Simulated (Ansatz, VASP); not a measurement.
# Two plane-wave programs on Mg4TlF3

File INCAR:

```
SYSTEM = Mg4TlF3
PREC = Accurate
ENCUT = 520
EDIFF = 1E-6
ISMEAR = 0
SIGMA = 0.1
LREAL = .False.
LASPH = .True.
NELM = 80
ALGO = Normal
ISIF = 2
LWAVE = .False.
LCHARG = .False.
GGA = PE
NBANDS = 31
```

KPOINTS

```
regular mesh
0
Gamma
  12 12 4
  0 0 0
```

Contents of POSCAR:

```
Mg4TlF3
1.0
    2.9936561335      0.0000000000      0.0000000000
    0.0000000000      3.0440162984      0.0000000000
    0.0000000000      0.0000000000     16.6475034029
Mg Tl F
4 1 3
Direct
    0.0000000000      0.5000000000      0.0977232640
    0.0000000000      0.5000000000      0.9022767360
    0.5000000000      0.5000000000      0.2597195215
    0.5000000000      0.5000000000      0.7402804785
    0.5000000000      0.5000000000      0.5000000000
    0.5000000000      0.0000000000      0.0000000000
    0.0000000000      0.0000000000      0.2958559238
    0.0000000000      0.0000000000      0.7041440762
```

Input for Ansatz:

```yaml
crystal:
  lattice:
    - [2.9936561335, 0.0, 0.0]
    - [0.0, 3.0440162984, 0.0]
    - [0.0, 0.0, 16.6475034029]
  atoms:
    - { symbol: Mg, position: [0.0, 0.5, 0.097723264] }
    - { symbol: Mg, position: [0.0, 0.5, 0.902276736] }
    - { symbol: Mg, position: [0.5, 0.5, 0.2597195215] }
    - { symbol: Mg, position: [0.5, 0.5, 0.7402804785] }
    - { symbol: Tl, position: [0.5, 0.5, 0.5] }
    - { symbol: F, position: [0.5, 0.0, 0.0] }
    - { symbol: F, position: [0.0, 0.0, 0.2958559238] }
    - { symbol: F, position: [0.0, 0.0, 0.7041440762] }
basis:
  ecutwfc: 420
kpoints:
  mp_grid: { grid: [12, 12, 4] }
  band_path:
    path:
      - [[0.0, 0.0, 0.0], [0.5, 0.0, 0.0], [0.5, 0.5, 0.0], [0.0, 0.5, 0.0], [0.0, 0.0, 0.0], [0.0, 0.0, 0.5], [0.5, 0.0, 0.5], [0.5, 0.5, 0.5], [0.0, 0.5, 0.5], [0.0, 0.0, 0.5]]
      - [[0.5, 0.0, 0.0], [0.5, 0.0, 0.5]]
      - [[0.0, 0.5, 0.0], [0.0, 0.5, 0.5]]
      - [[0.5, 0.5, 0.0], [0.5, 0.5, 0.5]]
    npoints: 14
hamiltonian:
  xc: pbe
scf:
  occupations: { method: gaussian, width: 0.1 }
  n_extra_bands: 20
output:
  forces: true
  stress: true
  eigenvalues: true
  populations: true
  dos: { projected: true, de: 0.02, nscf_kmesh: { grid: [15, 15, 5] } }
  bader: true
```

Alike in both runs: task single point; functional PBE; k mesh 12 × 12 × 4; occupations gaussian, width 0.1 eV; no spin polarisation.

|  | VASP | Ansatz |
| --- | --- | --- |
| version | VASP 6.6.1 | Ansatz 0.2.0 |
| potentials or method | VASP PAW PBE potentials, release 64 (Mg, Tl_d, F), cutoff 520 eV | scalar-relativistic, plane waves, PAW |
| valence electrons in the cell | 42 | 74 |

Ansatz gave:

| Item | Value |
| --- | --- |
| gap on the k mesh at the Fermi level (eV) | none |
| pressure (GPa) | 0.0 |
| traceless stress, the component that is largest in VASP (GPa) | 0.00 |
| rms of the force components (eV/Å) | 0.002 |

Q: What did VASP give for the same quantities?

A: gap on the k mesh at the Fermi level (eV): none; pressure (GPa): -0.3; traceless stress, the component that is largest in VASP (GPa): 0.05; rms of the force components (eV/Å): 0.007.

Atom by atom the forces differ by 0.006 eV/Å (rms over components). A gap of «none» marks a metal or a gap that the smearing closes. The functional is the same, so the differences come from potentials, cutoffs and numerics. VASP's potentials hold 42 valence electrons a cell and Ansatz's 74, so a difference there can come from the potentials and not from the codes.

Neither program's run includes spin-orbit coupling.
